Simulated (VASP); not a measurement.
Write the native input for VASP 6.6.1 that does the following.

| Item | Value |
| --- | --- |
| Task | single point |
| Functional | PBE |
| Potentials or basis | VASP PAW PBE potentials, release 64 (Sr_sv, O) |
| Cutoff | 520 eV |
| k mesh | 8 × 8 × 8 |
| Occupations | gaussian, width 0.02 eV |
| Spin | no spin polarisation |
| Dipole correction | no |
| Further INCAR settings | ALGO = Normal; EDIFF = 1e-07; NBANDS = 15 |

The structure of SrO lies in POSCAR:

```
SrO
1.0
    0.0000000000      2.5911293400      2.5911293400
    2.5911293400      0.0000000000      2.5911293400
    2.5911293400      2.5911293400      0.0000000000
Sr O
1 1
Direct
    0.0000000000      0.0000000000      0.0000000000
    0.5000000000      0.5000000000      0.5000000000
```

This cell differs from its parent crystal: strained.

These files were run (other wordings do the same):

INCAR

```
  PREC = Accurate
  ENCUT = 520
  EDIFF = 1E-7
  ISMEAR = 0
  SIGMA = 0.02
  LREAL = False
  LASPH = True
  NELM = 60
  ALGO = Normal
  ISIF = 2
  LWAVE = False
  LCHARG = False
  GGA = PE
  NBANDS = 15
```

KPOINTS

```
Automatic mesh
0
Gamma
  8 8 8
```

Potentials or basis: VASP PAW PBE potentials, release 64 (Sr_sv, O).

Launch:

```sh
$ cat potpaw_PBE.64/Sr_sv/POTCAR potpaw_PBE.64/O/POTCAR > POTCAR
$ mpirun -np 1 vasp_std > vasp.out
```

Results of the run:

The pressure is 1.2 GPa and the band gap on the k mesh is 3.28 eV, indirect (least direct gap 3.38 eV).

Caveat: the cell differs from its parent crystal (strained).

It took 21 s on 1 thread of Intel(R) Xeon(R) Platinum 8259CL CPU @ 2.50GHz (Skylake/Cascade Lake) (shared host), peak memory 0.16 GiB.
